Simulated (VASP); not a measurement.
A run of VASP 6.6.1 is set up as follows.

File POSCAR:

```
Al3Cu
1.0
    3.8097285894      0.0000000000      0.0000000000
    0.0000000000      3.8097285894      0.0000000000
    0.0000000000      0.0000000000      3.8097285894
Al Cu
3 1
Direct
    0.0000000000      0.5000000000      0.5000000000
    0.5000000000      0.0000000000      0.5000000000
    0.5000000000      0.5000000000      0.0000000000
    0.0000000000      0.0000000000      0.0000000000
```

File INCAR.step1:

```
PREC = Accurate
ENCUT = 520
ISMEAR = 0
SIGMA = 0.1
LREAL = False
LASPH = True
NELM = 80
NBANDS = 18
GGA = PE
ALGO = Normal
EDIFF = 1E-4
LWAVE = True
LCHARG = False
```

Contents of INCAR.step2:

```
PREC = Accurate
ENCUT = 520
EDIFF = 1E-6
ISMEAR = 0
SIGMA = 0.1
LREAL = False
LASPH = True
NELM = 80
ALGO = Normal
ISIF = 2
LWAVE = False
LCHARG = False
METAGGA = R2SCAN
LMIXTAU = True
NBANDS = 18
ISTART = 1
```

File KPOINTS:

```
Automatic mesh
0
Gamma
  12 12 12
```

Potentials or basis: VASP PAW PBE potentials, release 64 (Al, Cu).

Run with:

```bash
$ cat potpaw_PBE.64/Al/POTCAR potpaw_PBE.64/Cu/POTCAR > POTCAR
$ cp INCAR.step1 INCAR
$ mpirun -np 1 vasp_std > vasp.out
$ cp INCAR.step2 INCAR
$ mpirun -np 1 vasp_std > vasp.out
```

Estimate the pressure.

7.2 GPa.

Estimate the band gap on the k mesh.

zero (bands 10 and 11 overlap by 4.14 eV).

Caveat: the cell stands under pressure; the PAW data sets were made with another functional, which shifts forces and pressure a little.
